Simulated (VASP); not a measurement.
Input of a VASP 6.6.1 run:

INCAR

```
ALGO = Normal ; EDIFF = 1E-8
ENCUT = 520 ; GGA = PE
ISIF = 2 ; ISMEAR = -1
LASPH = T ; LCHARG = F
LEFG = T ; LREAL = F
LWAVE = F ; NBANDS = 20
NELM = 100 ; PREC = Accurate
SIGMA = 0.08
```

KPOINTS

```
k-points
0
Gamma
  13 13 13
```

POSCAR

```
WS2
1.0
    1.5790003843      0.9116362969      6.2249633000
   -1.5790003843      0.9116362969      6.2249633000
    0.0000000000     -1.8232725938      6.2249633000
W S
1 2
Direct
    0.0000000000      0.0000000000      0.0000000000
    0.7503000000      0.7503000000      0.7503000000
    0.5810000000      0.5810000000      0.5810000000
```

Potentials or basis: VASP PAW PBE potentials, release 64 (W_sv, S).

Run with:

```console
$ cat potpaw_PBE.64/W_sv/POTCAR potpaw_PBE.64/S/POTCAR > POTCAR
$ mpirun -np 1 vasp_std > vasp.out
```

(1) Predict the largest force.

(2) Predict the band gap on the k mesh.

Results:

(1) 0.597 eV/Å.

(2) 1.11 eV (least direct gap 2.14 eV).

Caveat: the cell differs from its parent crystal (zz strain of +1 %); without QUAD_EFG the Cq values of the log hold for a quadrupole moment of 1 mb, not for the nuclei; spin-orbit coupling is left out, which moves the levels of the heavy elements.
